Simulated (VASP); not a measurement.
# Ti12B24F (a cell with a defect) in VASP: further runs, part 2 of 2

VASP 6.6.1. The steps go on from the part before.

### Step 3. Single point, PBEsol

INCAR reads:

```
SYSTEM = Ti12B24F
PREC     = Accurate       ! precision mode
ENCUT    = 520            ! plane-wave cutoff, eV
EDIFF    = 1E-7           ! SCF threshold, eV
ISMEAR   = 1              ! smearing method
SIGMA    = 0.1            ! smearing width, eV
LREAL    = Auto         
LASPH    = .True.         ! aspherical terms in the spheres
NELM     = 100            ! most SCF steps
ALGO     = Normal         ! electronic algorithm
ISIF     = 2              ! what is computed and relaxed
LWAVE    = .False.        ! write WAVECAR
LCHARG   = .False.        ! write CHGCAR
GGA      = PS             ! functional
NBANDS   = 136            ! bands
```

KPOINTS reads:

```
regular mesh
0
Gamma
  3 2 2
  0 0 0
```

POSCAR reads:

```
Ti12B24F
1.0
    6.0635047200      0.0000000600      0.0000000000
   -4.5476286100      7.8767236400      0.0000000000
    0.0000000000      0.0000000000      6.4483601600
Ti B F
12 24 1
Direct
   -0.0205042100     -0.0245433900     -0.0065854400
   -0.0048333300     -0.0054283900      0.4973756800
   -0.0137447500      0.3447000400     -0.0120169100
   -0.0034138400      0.3353462300      0.4947491500
    0.0012304700      0.6677110400     -0.0024719600
    0.0012852100      0.6676888500      0.4975304200
    0.5005578500      0.0015875600     -0.0000086900
    0.4971769800     -0.0030698700      0.5015543200
    0.5312232900      0.3465534900     -0.0106234300
    0.5046333900      0.3361076400      0.4953644500
    0.4940570100      0.6626249500     -0.0016483200
    0.4971398400      0.6668135900      0.4986925600
    0.1640775700      0.2201982200      0.2900752600
    0.3376409200      0.1055292700      0.2717699100
    0.1646746500      0.2220458900      0.7114698000
    0.3317000700      0.1108121200      0.7447379000
    0.1662390600      0.5565906900      0.2499262200
    0.3388884700      0.4529332800      0.2682774700
    0.1670202100      0.5570747100      0.7449569600
    0.3318664400      0.4439348300      0.7432833400
    0.1660462800      0.8878042700      0.2501828000
    0.3311549400      0.7768120000      0.2490317900
    0.1655226200      0.8879683700      0.7481001600
    0.3319208200      0.7774391300      0.7492247000
    0.6648042100      0.2212733900      0.2508269300
    0.8183977200      0.1050731800      0.2701675100
    0.6655057000      0.2219553300      0.7442251100
    0.8320053000      0.1104799300      0.7446918100
    0.6665140900      0.5563269500      0.2507564400
    0.8333572500      0.4454184000      0.2468391400
    0.6657377700      0.5561947600      0.7440908200
    0.8343589700      0.4468331000      0.7407134700
    0.6625571900      0.8868965300      0.2496166400
    0.8319901100      0.7765985700      0.2483769800
    0.6635005100      0.8873556400      0.7483864200
    0.8310427200      0.7757818700      0.7447125800
    0.1652323400      0.2195849100      0.0482298000
```

Potentials or basis: VASP PAW PBE potentials, release 64 (Ti_sv, B, F).

On the command line:

```
$ cat potpaw_PBE.64/Ti_sv/POTCAR potpaw_PBE.64/B/POTCAR potpaw_PBE.64/F/POTCAR > POTCAR
$ mpirun -np 1 vasp_std > vasp.out
```

OUTCAR:

```text
SYSTEM = Ti12B24F
   PREC = Accurate
   ENCUT = 520
   EDIFF = 1E-7
   ISMEAR = 1
   LREAL = Auto
   LASPH = .True.
   NELM = 100
   ISIF = 2
   GGA = PS

 ion  position               nearest neighbor table
   1  0.979  0.975  0.993-  37 1.96  36 2.25  34 2.27  35 2.30  23 2.30  33 2.35  21 2.36  28 2.45
                            16 2.45   5 2.87  11 2.90
   2  0.995  0.995  0.497-  13 2.22  15 2.26  14 2.31  26 2.32  36 2.35  34 2.35  21 2.36  33 2.37
                            23 2.37  35 2.38  16 2.38  28 2.38
   3  0.986  0.345  0.988-  37 1.96  32 2.26  19 2.30  27 2.31  30 2.31  17 2.38  25 2.40  20 2.41
                            28 2.43   9 2.77   5 2.89
   4  0.997  0.335  0.495-  13 2.22  15 2.26  18 2.32  26 2.32  32 2.35  25 2.35  30 2.35  17 2.35
                            27 2.37  19 2.38  20 2.38  28 2.39
   5  0.001  0.668  0.998-  24 2.36  23 2.37  22 2.37  30 2.38  21 2.38  34 2.38  17 2.38  19 2.38
                            36 2.39  29 2.40  32 2.40  31 2.40   1 2.87   9 2.89   3 2.89
   6  0.001  0.668  0.498-  32 2.34  21 2.36  22 2.36  19 2.36  17 2.36  36 2.36  23 2.37  29 2.37
                            31 2.37  34 2.37  24 2.38  30 2.38
   7  0.501  0.002  1.000-  25 2.37  33 2.38  21 2.39  22 2.39  35 2.39  24 2.39  27 2.39  23 2.39
                            28 2.40  16 2.40  26 2.41  14 2.42
   8  0.497  0.997  0.502-  14 2.25  26 2.25  24 2.35  35 2.36  28 2.36  23 2.36  16 2.36  27 2.36
                            33 2.38  21 2.38  22 2.38  25 2.40
   9  0.531  0.347  0.989-  37 1.96  32 2.26  31 2.29  30 2.30  27 2.32  29 2.36  25 2.39  20 2.42
                            16 2.44   3 2.77   5 2.89
  10  0.505  0.336  0.495-  13 2.23  15 2.26  18 2.31  14 2.32  29 2.34  32 2.35  25 2.35  30 2.36
                            31 2.36  27 2.37  20 2.38  16 2.39
  11  0.494  0.663  0.998-  17 2.37  19 2.37  24 2.38  20 2.38  29 2.39  22 2.39  31 2.39  35 2.39
                            33 2.40  34 2.40  18 2.40  36 2.41   1 2.90
  12  0.497  0.667  0.499-  18 2.25  19 2.35  20 2.36  33 2.36  31 2.36  36 2.36  17 2.36  35 2.37
                            22 2.37  24 2.37  29 2.38  34 2.39
  13  0.164  0.220  0.290-  37 1.56  14 1.82  26 1.82  18 1.84   4 2.22   2 2.22  10 2.23
  14  0.338  0.106  0.272-  21 1.72  25 1.72  13 1.82   8 2.25   2 2.31  10 2.32   7 2.42
  15  0.165  0.222  0.711-  20 1.76  28 1.76  16 1.77   4 2.26   2 2.26  10 2.26
  16  0.332  0.111  0.745-  27 1.75  23 1.76  15 1.77   8 2.36   2 2.38  10 2.39   7 2.40   9 2.44
                             1 2.45
  17  0.166  0.557  0.250-  18 1.73  22 1.73  30 1.75   4 2.35   6 2.36  12 2.36  11 2.37   3 2.38
[... 285 lines left out ...]
 NGX is ok and might be reduce to    48
   NGX = 23   NGY = 33   NGZ = 23

 number of electron     223.0000013 magnetization

 Free energy of the ion-electron system (eV)
  ---------------------------------------------------
  ext. energy  EPLUGINS =         0.00000000
  ---------------------------------------------------
  free energy    TOTEN  =      -307.70724605 eV

  energy without entropy =     -307.70456654  energy(sigma->0) =     -307.70635288

 E-fermi :  10.1402     XC(G=0): -12.9728

 val. band max:       10.1278150511   @ k =   0.0000   0.5000   0.0000
 cond. band min:      10.1720749225   @ k =   0.3333   0.5000   0.0000
 fundamental gap:      0.0442598714
 Fermi energy:        10.1401979536

 k-point     1 :       0.0000    0.0000    0.0000
  band No.  band energies     occupation
      1     -46.7260      2.00000
      2     -46.6838      2.00000
      3     -46.6756      2.00000
      4     -46.5176      2.00000
      5     -46.4974      2.00000
      6     -46.4679      2.00000
[... 997 lines left out ...]
    122      11.7127     -0.00000
    123      11.7729     -0.00000
 [bands above 123 left out]

------------------------ aborting loop because EDIFF is reached ----------------------------------------

  FORCE on cell =-STRESS in cart. coord.  units (eV):
  Direction    XX          YY          ZZ          XY          YZ          ZX
  --------------------------------------------------------------------------------------
  -------------------------------------------------------------------------------------
  Total        9.7937396      9.9502693      6.7218562      0.5004774     -0.9092700      0.0385842
  in kB       50.9495695     51.7638774     34.9688365      2.6036131     -4.7302578      0.2007252
  external PRESSURE =      45.8940945 kB  Pullay stress =       0.0000000 kB

 VOLUME and BASIS-vectors are now :
 -----------------------------------------------------------------------------
  energy-cutoff  :      520.00
  volume of cell :      307.98
      direct lattice vectors                 reciprocal lattice vectors
     6.063504720  0.000000060  0.000000000     0.164921121  0.095217255  0.000000000
    -4.547628610  7.876723640  0.000000000    -0.000000001  0.126956339  0.000000000
     0.000000000  0.000000000  6.448360160     0.000000000  0.000000000  0.155078187

 POSITION                                       TOTAL-FORCE (eV/Angst)
 -----------------------------------------------------------------------------------
      1.50316      7.68340      6.40589         0.010374      0.081425     -0.003775
      1.51126      7.83397      3.20726         0.002961      0.010643     -0.017939
      4.41260      2.71511      6.37087         0.055257     -0.026069      0.006045
      4.51777      2.64143      3.19032         0.025736     -0.012683     -0.014643
     -3.02904      5.25938      6.43242        -0.006555     -0.014005     -0.014663
     -3.02861      5.25920      3.20826        -0.000002     -0.015798     -0.016541
[... 29 lines left out ...]
      1.51106      6.11062      4.80217         0.006222      0.014361      0.003865
      0.00330      1.72961      0.31100        -0.003828      0.008522     -0.028464
 -----------------------------------------------------------------------------------
    total drift:                               -0.002684      0.015289     -0.026771

  FREE ENERGIE OF THE ION-ELECTRON SYSTEM (eV)
  ---------------------------------------------------
  free  energy   TOTEN  =      -307.7072460474 eV

  energy  without entropy=     -307.7045665436  energy(sigma->0) =     -307.70635288
```

It took 12 min on 1 thread of Intel Xeon Platinum 8488C (Sapphire Rapids), shared host; peak memory 0.52 GiB.

Results:

```yaml
Free_energy: -307.7072 eV
Pressure: 4.6 GPa
Largest_force: 0.082 eV/Å
Band_gap_on_the_k_mesh: zero (an odd number of electrons rules out a gap without spin polarisation)
```

Forces on the atoms (eV/Å):
```
Ti   0.010  0.081 -0.004
Ti   0.003  0.011 -0.018
Ti   0.055 -0.026  0.006
Ti   0.026 -0.013 -0.015
Ti  -0.007 -0.014 -0.015
Ti   0.000 -0.016 -0.017
Ti   0.003 -0.014 -0.007
Ti  -0.008  0.008 -0.016
Ti  -0.040 -0.030  0.002
Ti  -0.019 -0.003 -0.009
Ti   0.021  0.012 -0.006
Ti  -0.016  0.009 -0.006
B   -0.003  0.005  0.042
B   -0.029  0.004  0.006
B    0.001 -0.003  0.009
B   -0.001 -0.007 -0.001
B   -0.011  0.003  0.003
B   -0.004 -0.034  0.010
B   -0.001 -0.007  0.001
B   -0.003 -0.002  0.009
B   -0.008 -0.004 -0.002
B    0.006  0.003  0.001
B   -0.012 -0.004  0.006
B    0.004  0.000 -0.004
B    0.008  0.028  0.000
B    0.015  0.012  0.007
B   -0.003  0.006  0.010
B   -0.009 -0.016  0.005
B    0.018  0.009  0.005
B   -0.005 -0.003  0.003
B    0.002 -0.011 -0.008
B    0.005  0.001  0.020
B    0.001 -0.016  0.006
B   -0.006  0.002  0.006
B    0.002  0.006 -0.004
B    0.006  0.014  0.004
F   -0.004  0.009 -0.028
```

Stress tensor (GPa, compression positive):
```
 5.09  0.26  0.02
 0.26  5.18 -0.47
 0.02 -0.47  3.50
```

Caveat: the k points lie up to 0.49 Å⁻¹ apart, too coarse for converged energies and pressures of a metal; the PAW data sets were made with another functional, which shifts forces and pressure a little; an odd number of electrons without spin polarisation forces a metal; a magnetic or distorted state may lie lower.

The gap in the log of VASP goes by the Fermi energy; the results here count the filled bands.